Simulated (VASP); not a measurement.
Here is a VASP 6.6.1 calculation.

Contents of INCAR:

```
PREC = Accurate
ENCUT = 520
EDIFF = 1E-7
ISMEAR = 0
SIGMA = 0.01
LREAL = Auto
LASPH = T
NELM = 60
ALGO = Normal
ISIF = 2
LWAVE = F
LCHARG = F
GGA = PE
NBANDS = 86
```

The input KPOINTS:

```
regular mesh
0
Gamma
  4 4 2
```

The input POSCAR:

```
SiC
1.0
    3.0941201777     -5.3591733641      0.0000000000
   -6.1882403654      0.0000000058      0.0000000000
    0.0000000000      0.0000000000    -10.1293391947
Si C
16 16
Direct
    0.3333333333      0.1666666667      0.0621558118
    0.8333333333      0.1666666667      0.0621558118
    0.3333333333      0.6666666667      0.0621558118
    0.8333333333      0.6666666667      0.0621558118
    0.1666666667      0.3333333333      0.5621558118
    0.6666666667      0.3333333333      0.5621558118
    0.1666666667      0.8333333333      0.5621558118
    0.6666666667      0.8333333333      0.5621558118
    0.5000000000      0.5000000000      0.3121004438
    1.0000000000      0.5000000000      0.3121004438
    0.5000000000      1.0000000000      0.3121004438
    1.0000000000      1.0000000000      0.3121004438
    0.0000000000      0.0000000000      0.8121004438
    0.5000000000      0.0000000000      0.8121004438
    0.0000000000      0.5000000000      0.8121004438
    0.5000000000      0.5000000000      0.8121004438
    0.3333333333      0.1666666667      0.2501925541
    0.8333333333      0.1666666667      0.2501925541
    0.3333333333      0.6666666667      0.2501925541
    0.8333333333      0.6666666667      0.2501925541
    0.1666666667      0.3333333333      0.7501925541
    0.6666666667      0.3333333333      0.7501925541
    0.1666666667      0.8333333333      0.7501925541
    0.6666666667      0.8333333333      0.7501925541
    0.0000000000      0.0000000000      0.4995521903
    0.5000000000      0.0000000000      0.4995521903
    0.0000000000      0.5000000000      0.4995521903
    0.5000000000      0.5000000000      0.4995521903
    0.5000000000      0.0000000000      0.9995521903
    1.0000000000      0.0000000000      0.9995521903
    0.5000000000      0.5000000000      0.9995521903
    1.0000000000      0.5000000000      0.9995521903
```

Potentials or basis: VASP PAW PBE potentials, release 64 (Si, C).

The run is started by

```console
$ cat potpaw_PBE.64/Si/POTCAR potpaw_PBE.64/C/POTCAR > POTCAR
$ mpirun -np 1 vasp_std > vasp.out
```

Question: Estimate the pressure.

Answer: 0.0 GPa.

Question: What does it give for the largest force?

Answer: 0.004 eV/Å.

Forces in eV/Å, atoms in the order of the input:
```
Si   0.000  0.000  0.004
Si   0.000  0.000  0.004
Si   0.000  0.000  0.004
Si   0.000  0.000  0.004
Si   0.000  0.000  0.004
Si   0.000  0.000  0.004
Si   0.000  0.000  0.004
Si   0.000  0.000  0.004
Si   0.000  0.000 -0.002
Si   0.000  0.000 -0.002
Si   0.000  0.000 -0.002
Si   0.000  0.000 -0.002
Si   0.000  0.000 -0.002
Si   0.000  0.000 -0.002
Si   0.000  0.000 -0.002
Si   0.000  0.000 -0.002
C    0.000  0.000  0.001
C    0.000  0.000  0.001
C    0.000  0.000  0.001
C    0.000  0.000  0.001
C    0.000  0.000  0.001
C    0.000  0.000  0.001
C    0.000  0.000  0.001
C    0.000  0.000  0.001
C    0.000  0.000 -0.004
C    0.000  0.000 -0.004
C    0.000  0.000 -0.004
C    0.000  0.000 -0.004
C    0.000  0.000 -0.004
C    0.000  0.000 -0.004
C    0.000  0.000 -0.004
C    0.000  0.000 -0.004
```
